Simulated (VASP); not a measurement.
# CsPbBr3 (Pm-3m) in VASP: further runs

CsPbBr3 is run at these levels: PBE; tasks: single point.

Everything below comes from runs of VASP 6.6.1. Logs are shortened: lines on timing, memory, paths and dates and some standing lists are left out, and cuts for length are marked.

**1. The cell of the first run**

The structure is cubic, space group Pm-3m (No. 221). The conventional cell has a = 6.003 Å, b = 6.003 Å, c = 6.003 Å, α = 90.00°, β = 90.00°, γ = 90.00°. Within 5.6 Å of Cs (site symmetry m-3m) lie 12 Br at 4.24 Å and 8 Pb at 5.20 Å. Pb (site symmetry m-3m) has 6 Br at 3.00 Å within 4.0 Å. Br (site symmetry 4/mmm) has 2 Pb at 3.00 Å within 4.0 Å.

**2. Single point, PBE**

INCAR

```
PREC = Accurate ; ENCUT = 520
EDIFF = 1E-6 ; ISMEAR = 0
SIGMA = 0.02 ; LREAL = False
LASPH = True ; NELM = 80
ALGO = Normal ; ISIF = 2
LWAVE = False ; LCHARG = False
GGA = PE ; NBANDS = 30
```

KPOINTS

```
Automatic mesh
0
Gamma
  6 6 6
```

POSCAR

```
CsPbBr3
1.0
    6.0027196034      0.0000000000      0.0000000000
    0.0000000000      6.0027196034      0.0000000000
    0.0000000000      0.0000000000      6.0027196034
Cs Pb Br
1 1 3
Direct
    0.0000000000      0.0000000000      0.0000000000
    0.5000000000      0.5000000000      0.5000000000
    0.0000000000      0.5000000000      0.5000000000
    0.5000000000      0.0000000000      0.5000000000
    0.5000000000      0.5000000000      0.0000000000
```

Potentials or basis: VASP PAW PBE potentials, release 64 (Cs_sv, Pb_d, Br).

Command:

```console
cat potpaw_PBE.64/Cs_sv/POTCAR potpaw_PBE.64/Pb_d/POTCAR potpaw_PBE.64/Br/POTCAR > POTCAR
mpirun -np 1 vasp_std > vasp.out
```

OUTCAR:

```text
PREC = Accurate
   ENCUT = 520
   EDIFF = 1E-6
   ISMEAR = 0
   LREAL = False
   LASPH = True
   NELM = 80
   ISIF = 2
   GGA = PE

 ion  position               nearest neighbor table
   1  0.000  0.000  0.000-
   2  0.500  0.500  0.500-   3 3.00   4 3.00   5 3.00   5 3.00   4 3.00   3 3.00
   3  0.000  0.500  0.500-   2 3.00   2 3.00
   4  0.500  0.000  0.500-   2 3.00   2 3.00
   5  0.500  0.500  0.000-   2 3.00   2 3.00

  LATTYP: Found a simple cubic cell.
 ALAT       =     6.0027196034

  Lattice vectors:

 A1 = (   6.0027196034,   0.0000000000,   0.0000000000)
 A2 = (   0.0000000000,   6.0027196034,   0.0000000000)
 A3 = (   0.0000000000,   0.0000000000,   6.0027196034)

Analysis of symmetry for initial positions (statically):
=====================================================================
 Subroutine PRICEL returns:
 Original cell was already a primitive cell.

 Routine SETGRP: Setting up the symmetry group for a
 simple cubic supercell.

 Subroutine GETGRP returns: Found 48 space group operations
 (whereof 48 operations were pure point group operations)
 out of a pool of 48 trial point group operations.

The static configuration has the point symmetry O_h .

Analysis of symmetry for dynamics (positions and initial velocities):
=====================================================================
 Subroutine PRICEL returns:
 Original cell was already a primitive cell.

 Routine SETGRP: Setting up the symmetry group for a
 simple cubic supercell.

 Subroutine GETGRP returns: Found 48 space group operations
 (whereof 48 operations were pure point group operations)
 out of a pool of 48 trial point group operations.

The dynamic configuration has the point symmetry O_h .

 Subroutine INISYM returns: Found 48 space group operations
 (whereof 48 operations are pure point group operations),
 and found     1 'primitive' translations

----------------------------------------------------------------------------------------

                                     Primitive cell

  volume of cell :     216.2939

  direct lattice vectors                    reciprocal lattice vectors
     6.002719603  0.000000000  0.000000000     0.166591156  0.000000000  0.000000000
     0.000000000  6.002719603  0.000000000     0.000000000  0.166591156  0.000000000
     0.000000000  0.000000000  6.002719603     0.000000000  0.000000000  0.166591156

  length of vectors
     6.002719603  6.002719603  6.002719603     0.166591156  0.166591156  0.166591156

  position of ions in fractional coordinates (direct lattice)
     0.000000000  0.000000000  0.000000000
     0.500000000  0.500000000  0.500000000
     0.000000000  0.500000000  0.500000000
     0.500000000  0.000000000  0.500000000
     0.500000000  0.500000000  0.000000000

  ion indices of the primitive-cell ions
   primitive index   ion index
                 1           1
                 2           2
                 3           3
                 4           4
                 5           5

----------------------------------------------------------------------------------------

 KPOINTS: Automatic mesh

Automatic generation of k-mesh.
 Grid dimensions read from file:
 generate k-points for:    6    6    6

 Generating k-lattice:

  Cartesian coordinates                     Fractional coordinates (reciprocal lattice)
     0.027765193  0.000000000  0.000000000     0.166666667  0.000000000  0.000000000
     0.000000000  0.027765193  0.000000000     0.000000000  0.166666667  0.000000000
     0.000000000  0.000000000  0.027765193     0.000000000  0.000000000  0.166666667

  Length of vectors
     0.027765193  0.027765193  0.027765193

  Shift w.r.t. Gamma in fractional coordinates (k-lattice)
     0.000000000  0.000000000  0.000000000

 Subroutine IBZKPT returns following result:
 ===========================================

 Found     20 irreducible k-points:

 Following reciprocal coordinates:
            Coordinates               Weight
  0.000000  0.000000  0.000000      1.000000
  0.166667  0.000000  0.000000      6.000000
  0.333333  0.000000  0.000000      6.000000
  0.500000  0.000000  0.000000      3.000000
  0.166667  0.166667  0.000000     12.000000
  0.333333  0.166667  0.000000     24.000000
[... 12 lines left out ...]
  0.500000  0.500000  0.333333      6.000000
  0.500000  0.500000  0.500000      1.000000
   k-points           NKPTS =     20   k-points in BZ     NKDIM =     20   number of bands    NBANDS=     30
   number of dos      NEDOS =    301   number of ions     NIONS =      5
   total plane-waves  NPLWV = 110592
   dimension x,y,z NGX =    48 NGY =   48 NGZ =   48
   dimension x,y,z NGXF=    96 NGYF=   96 NGZF=   96
   ions per type =               1   1   3
   NGX,Y,Z   is equivalent  to a cutoff of  13.29, 13.29, 13.29 a.u.
   NGXF,Y,Z  is equivalent  to a cutoff of  26.59, 26.59, 26.59 a.u.
 SYSTEM =  unknown system
   PREC   = accura    normal or accurate (medium, high low for compatibility)
   ISTART =      0    job   : 0-new  1-cont  2-samecut
   ICHARG =      2    charge: 1-file 2-atom 10-const
   ISPIN  =      1    spin polarized calculation?
   LNONCOLLINEAR =      F non collinear calculations
   LSORBIT =      F    spin-orbit coupling
   LASPH  =      T    aspherical Exc in radial PAW
   ENCUT  =  520.0 eV  38.22 Ry    6.18 a.u.  11.16 11.16 11.16*2*pi/ulx,y,z
   NELM   =     80;   NELMIN=  2; NELMDL= -5     # of ELM steps
   EDIFF  = 0.1E-05   stopping-criterion for ELM
   LREAL  =      F    real-space projection
   EDIFFG = 0.1E-04   stopping-criterion for IOM
   NSW    =      0    number of steps for IOM
   IBRION =     -1    ionic relax: 0-MD 1-quasi-New 2-CG
   NFREE  =      0    steps in history (QN), initial steepest desc. (CG)
   ISIF   =      2    stress and relaxation
   ISYM   =      2    0-nonsym 1-usesym 2-fastsym
   POTIM  = 0.5000    time-step for ionic-motion
   TEBEG  =    0.0;   TEEND  =   0.0 temperature during run
   PSTRESS=    0.0 pullay stress
   NELECT =      44.0000    total number of electrons
   NUPDOWN=      -1.0000    fix difference up-down
   EMIN   =  10.00;   EMAX   =-10.00  energy-range for DOS
   EFERMI =   0.00;   METHOD = LEGACY
   ISMEAR =     0;   SIGMA  =   0.02  broadening in eV -4-tet -1-fermi 0-gaus
   EFERMI_NEDOS =   21; number of points for ismear=-14 and -15
   IALGO  =     38    algorithm
   IMIX   =      4    mixing-type and parameters
     AMIX     =   0.40;   BMIX     =  1.00
     AMIX_MAG =   1.60;   BMIX_MAG =  1.00
  volume/ion in A,a.u.               =      43.26       291.92
  Fermi-wavevector in a.u.,A,eV,Ry     =   0.962818  1.819463 12.612860  0.927019
  Thomas-Fermi vector in A             =   2.092310
   LORBIT       =      0    0 simple, 1 ext, 2 COOP (PROOUT), +10 PAW based schemes
   GGA     = PE    functional components
   LHFCALC =     F    Hartree Fock is set to
   AEXX    =    0.0000 exact exchange contribution
   IVDW    =     0    specifies the selected vdW correction
   LEPSILON=     F    determine dielectric tensor
   LRPA    =     F    only Hartree local field effects (RPA)
 non-spin polarized calculation
 Gauss-broadening in eV      SIGMA  =   0.02
  energy-cutoff  :      520.00
  volume of cell :      216.29
 maximum number of plane-waves:      5868
 NGX is ok and might be reduce to    48
   NGX = 23   NGY = 23   NGZ = 23

 number of electron      43.9999993 magnetization

 Free energy of the ion-electron system (eV)
  ---------------------------------------------------
  ext. energy  EPLUGINS =         0.00000000
  ---------------------------------------------------
  free energy    TOTEN  =       -15.89684433 eV

  energy without entropy =      -15.89684433  energy(sigma->0) =      -15.89684433

 E-fermi :   0.7451     XC(G=0):  -7.3633

 val. band max:        0.5669806815   @ k =   0.5000   0.5000   0.5000
 cond. band min:       2.3533536657   @ k =   0.5000   0.5000   0.5000
 fundamental gap:      1.7863729842
 Fermi energy:         0.7450659995

 k-point     1 :       0.0000    0.0000    0.0000
  band No.  band energies     occupation
      1     -20.6446      2.00000
      2     -16.0640      2.00000
      3     -16.0640      2.00000
      4     -15.9566      2.00000
      5     -15.9566      2.00000
      6     -15.9566      2.00000
[... 22 lines left out ...]
     29       6.4147      0.00000
     30       6.4147      0.00000

 k-point     2 :       0.1667    0.0000    0.0000
  band No.  band energies     occupation
      1     -20.6444      2.00000
      2     -16.0640      2.00000
      3     -16.0534      2.00000
      4     -15.9567      2.00000
      5     -15.9567      2.00000
      6     -15.9566      2.00000
[... 22 lines left out ...]
     29       5.8856      0.00000
     30       6.4518      0.00000

 k-point     3 :       0.3333    0.0000    0.0000
  band No.  band energies     occupation
      1     -20.6441      2.00000
      2     -16.0639      2.00000
      3     -16.0320      2.00000
      4     -15.9571      2.00000
      5     -15.9571      2.00000
      6     -15.9565      2.00000
[... 22 lines left out ...]
     29       6.1147      0.00000
     30       6.8058      0.00000

 k-point     4 :       0.5000    0.0000    0.0000
  band No.  band energies     occupation
      1     -20.6439      2.00000
      2     -16.0640      2.00000
      3     -16.0211      2.00000
      4     -15.9572      2.00000
      5     -15.9572      2.00000
      6     -15.9565      2.00000
[... 22 lines left out ...]
     29       6.3004      0.00000
     30       7.2165      0.00000

 k-point     5 :       0.1667    0.1667    0.0000
  band No.  band energies     occupation
      1     -20.6443      2.00000
      2     -16.0587      2.00000
      3     -16.0480      2.00000
      4     -15.9569      2.00000
      5     -15.9567      2.00000
      6     -15.9567      2.00000
[... 22 lines left out ...]
     29       6.0509      0.00000
     30       6.3741      0.00000
[... 394 lines left out ...]
     29       6.4900      0.00000
     30       6.9270      0.00000

 k-point    18 :       0.5000    0.3333    0.3333
  band No.  band energies     occupation
      1     -20.6431      2.00000
      2     -16.0144      2.00000
      3     -16.0028      2.00000
      4     -15.9577      2.00000
      5     -15.9577      2.00000
      6     -15.9576      2.00000
[... 22 lines left out ...]
     29       6.3017      0.00000
     30       6.8171      0.00000

 k-point    19 :       0.5000    0.5000    0.3333
  band No.  band energies     occupation
      1     -20.6429      2.00000
      2     -16.0087      2.00000
      3     -15.9969      2.00000
      4     -15.9579      2.00000
      5     -15.9577      2.00000
      6     -15.9577      2.00000
[... 22 lines left out ...]
     29       6.1531      0.00000
     30       6.9562      0.00000

 k-point    20 :       0.5000    0.5000    0.5000
  band No.  band energies     occupation
      1     -20.6428      2.00000
      2     -15.9969      2.00000
      3     -15.9969      2.00000
      4     -15.9579      2.00000
      5     -15.9579      2.00000
      6     -15.9579      2.00000
[... 22 lines left out ...]
     29       6.0442      0.00000
     30       7.1823      0.00000

------------------------ aborting loop because EDIFF is reached ----------------------------------------

  FORCE on cell =-STRESS in cart. coord.  units (eV):
  Direction    XX          YY          ZZ          XY          YZ          ZX
  --------------------------------------------------------------------------------------
  -------------------------------------------------------------------------------------
  Total       -0.0144643     -0.0144643     -0.0144643      0.0000000      0.0000000     -0.0000000
  in kB       -0.1071430     -0.1071430     -0.1071430      0.0000000      0.0000000     -0.0000000
  external PRESSURE =      -0.1071430 kB  Pullay stress =       0.0000000 kB

 VOLUME and BASIS-vectors are now :
 -----------------------------------------------------------------------------
  energy-cutoff  :      520.00
  volume of cell :      216.29
      direct lattice vectors                 reciprocal lattice vectors
     6.002719603  0.000000000  0.000000000     0.166591156  0.000000000  0.000000000
     0.000000000  6.002719603  0.000000000     0.000000000  0.166591156  0.000000000
     0.000000000  0.000000000  6.002719603     0.000000000  0.000000000  0.166591156

 POSITION                                       TOTAL-FORCE (eV/Angst)
 -----------------------------------------------------------------------------------
      0.00000      0.00000      0.00000         0.000000      0.000000      0.000000
      3.00136      3.00136      3.00136         0.000000      0.000000      0.000000
      0.00000      3.00136      3.00136         0.000000      0.000000      0.000000
      3.00136      0.00000      3.00136         0.000000      0.000000      0.000000
      3.00136      3.00136      0.00000         0.000000      0.000000      0.000000
 -----------------------------------------------------------------------------------
    total drift:                                0.000000     -0.000000     -0.000000

  FREE ENERGIE OF THE ION-ELECTRON SYSTEM (eV)
  ---------------------------------------------------
  free  energy   TOTEN  =       -15.8968443291 eV

  energy  without entropy=      -15.8968443291  energy(sigma->0) =      -15.89684433
```

Run time: 1.7 min. Hardware: 1 thread of Intel Xeon 6975P-C, shared host; peak memory 0.4 GiB.

What came out:

| Item | Value |
| --- | --- |
| Free energy | -15.8968 eV |
| Pressure | 0.0 GPa |
| Band gap on the k mesh | 1.79 eV, direct |

Caveat: spin-orbit coupling is left out, which moves the levels of the heavy elements. A hybrid or GW would open this gap; PBE tends to underestimate it.

**3. Single point, PBE (volume scaled by 0.94)**

INCAR

```
SYSTEM = CsPbBr3
ALGO = Normal
EDIFF = 1E-6
ENCUT = 520
GGA = PE
ISIF = 2
ISMEAR = 0
LASPH = .TRUE.
LCHARG = .TRUE.
LELF = .TRUE.
LREAL = .FALSE.
LVHAR = .TRUE.
LWAVE = .FALSE.
NBANDS = 30
NELM = 100
PREC = Accurate
SIGMA = 0.02
```

KPOINTS

```
k-points
0
G
  6 6 6
  0 0 0
```

POSCAR, as its differences from that of step 2:

```diff
@@ -2,5 +2,5 @@
 1.0
-    6.0027196034      0.0000000000      0.0000000000
-    0.0000000000      6.0027196034      0.0000000000
-    0.0000000000      0.0000000000      6.0027196034
+    5.8801807479      0.0000000000      0.0000000000
+    0.0000000000      5.8801807479      0.0000000000
+    0.0000000000      0.0000000000      5.8801807479
 Cs Pb Br
```

Potentials or basis: VASP PAW PBE potentials, release 64 (Cs_sv, Pb_d, Br).

Command:

```console
cat potpaw_PBE.64/Cs_sv/POTCAR potpaw_PBE.64/Pb_d/POTCAR potpaw_PBE.64/Br/POTCAR > POTCAR
mpirun -np 1 vasp_std > vasp.out
```

Wall time 2.8 min (1 thread of Intel Xeon 8259CL, shared host); peak memory 0.39 GiB.

The run converged. Its results:

```
Free energy            : -15.8453 eV
Pressure               : 1.3 GPa
Band gap on the k mesh : 1.56 eV, direct
```

Levels at points of the mesh, in eV from the valence-band top:
| k point | band 20 | band 21 | band 22 | band 23 | band 24 | band 25 |
| --- | --- | --- | --- | --- | --- | --- |
| (0.00, 0.00, 0.00) | -2.03 | -2.03 | -2.03 | 3.01 | 4.11 | 4.11 |
| (0.50, 0.00, 0.00) | -2.14 | -2.14 | -1.43 | 2.59 | 4.45 | 5.07 |
| (0.50, 0.50, 0.00) | -2.26 | -1.68 | -0.70 | 2.10 | 2.10 | 4.88 |
| (0.50, 0.50, 0.50) | -1.67 | -1.67 | 0.00 | 1.56 | 1.56 | 1.56 |

Caveat: spin-orbit coupling is left out, which moves the levels of the heavy elements.

**4. Single point, PBE (volume scaled by 0.97)**

INCAR

```
SYSTEM = CsPbBr3
PREC = Accurate
ENCUT = 520
EDIFF = 1E-6
ISMEAR = 0
SIGMA = 0.02
LREAL = .FALSE.
LASPH = .TRUE.
NELM = 60
ALGO = Normal
ISIF = 2
LWAVE = .FALSE.
LCHARG = .FALSE.
GGA = PE
NBANDS = 30
```

KPOINTS

```
regular mesh
0
G
  6 6 6
  0 0 0
```

POSCAR, as its differences from that of step 3:

```diff
@@ -2,5 +2,5 @@
 1.0
-    5.8801807479      0.0000000000      0.0000000000
-    0.0000000000      5.8801807479      0.0000000000
-    0.0000000000      0.0000000000      5.8801807479
+    5.9420819363      0.0000000000      0.0000000000
+    0.0000000000      5.9420819363      0.0000000000
+    0.0000000000      0.0000000000      5.9420819363
 Cs Pb Br
```

Command:

```console
cat potpaw_PBE.64/Cs_sv/POTCAR potpaw_PBE.64/Pb_d/POTCAR potpaw_PBE.64/Br/POTCAR > POTCAR
mpirun -np 1 vasp_std > vasp.out
```

Wall time 2.9 min (1 thread of Intel Xeon 8259CL, shared host); peak memory 0.4 GiB.

It converged, with:

- Free energy: -15.8845 eV
- Pressure: 0.6 GPa
- Band gap on the k mesh: 1.68 eV, direct

Levels at points of the mesh, in eV from the valence-band top:
```tsv
k point	band 18	band 19	band 20	band 21	band 22	band 23	band 24	band 25	band 26	band 27
(0.00, 0.00, 0.00)	-1.93	-1.93	-1.83	-1.83	-1.83	3.16	4.32	4.32	5.06	5.06
(0.50, 0.00, 0.00)	-2.07	-2.05	-1.92	-1.92	-1.32	2.65	4.57	5.19	5.28	5.31
(0.50, 0.50, 0.00)	-2.14	-2.14	-2.08	-1.49	-0.65	2.19	2.19	4.91	5.31	5.68
(0.50, 0.50, 0.50)	-2.07	-1.47	-1.47	-1.47	0.00	1.68	1.68	1.68	4.66	5.34
```

Caveat: spin-orbit coupling is left out, which moves the levels of the heavy elements.

**5. The runs side by side**

```tsv
cell	gap on the mesh (eV)	pressure (GPa)
a = 6.003 Å, 5 atoms	1.79	0.0
a = 5.880 Å, 5 atoms	1.56	1.3
a = 5.942 Å, 5 atoms	1.68	0.6
```

Alike in all rows: task single point; level PBE; potentials or basis VASP PAW PBE potentials, release 64 (Cs_sv, Pb_d, Br); no spin polarisation; k mesh 6 × 6 × 6; cutoff (eV) 520; smearing gaussian 0.02 eV.

Caveats: spin-orbit coupling is left out, which moves the levels of the heavy elements.

Absolute energies hang on the potentials; compare differences alone.
